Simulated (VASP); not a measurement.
Sb5S2:

```
Sb S
1.0
     3.49677    2.01886    4.63729
    -3.49677    2.01886    4.63729
     0.00000   -4.03772    4.63729
Sb S
5 2
Direct
  0.50000 0.50000 0.00000
  0.00000 0.50000 0.50000
  0.50000 0.00000 0.50000
  0.00000 0.00000 0.00000
  0.50000 0.50000 0.50000
  0.80084 0.80084 0.80084
  0.19916 0.19916 0.19916
```

The cell was built from a structure type or drawn by symmetry, and may not be a known phase.

```yaml
Program: VASP 6.6.1
Task: relaxation of cell and atoms
Functional: PBE
Potentials_or_basis: VASP PAW PBE potentials, release 64 (Sb, S)
Cutoff: 600 eV
k_mesh: 6 × 6 × 6
Occupations: gaussian, width 0.1 eV
Spin: no spin polarisation
```

At the start: pressure -0.1 GPa; volume 28.06 Å³/atom.

Where does the relaxation end?

Over 7 steps the energy falls by 2.3 meV/atom and the volume is 28.34 Å³/atom (+1.0 %); space group R-3m (No. 166, to 0.1 Å) before and after.

The path:
```tsv
step	energy change (eV)	largest force (eV/Å)	pressure (GPa)	volume (Å³)
1	0.0000	0.1368	-0.11	196.42
2	-0.0088	0.0975	0.31	195.86
3	-0.0097	0.0814	0.49	195.61
4	-0.0147	0.0849	0.04	197.89
5	-0.0148	0.0856	-0.05	198.34
6	-0.0156	0.0392	-0.02	198.36
7	-0.0158	0.0025	0.01	198.38
```

Final structure:
```yaml
crystal:
  lattice:
    - [3.53701, 2.04209, 4.57762]
    - [-3.53701, 2.04209, 4.57762]
    - [0.00000, -4.08419, 4.57762]
  atoms:
    - { symbol: Sb, position: [0.50000, 0.50000, 0.00000] }
    - { symbol: Sb, position: [0.00000, 0.50000, 0.50000] }
    - { symbol: Sb, position: [0.50000, 0.00000, 0.50000] }
    - { symbol: Sb, position: [0.00000, 0.00000, 0.00000] }
    - { symbol: Sb, position: [0.50000, 0.50000, 0.50000] }
    - { symbol: S, position: [0.79865, 0.79865, 0.79865] }
    - { symbol: S, position: [0.20135, 0.20135, 0.20135] }
```
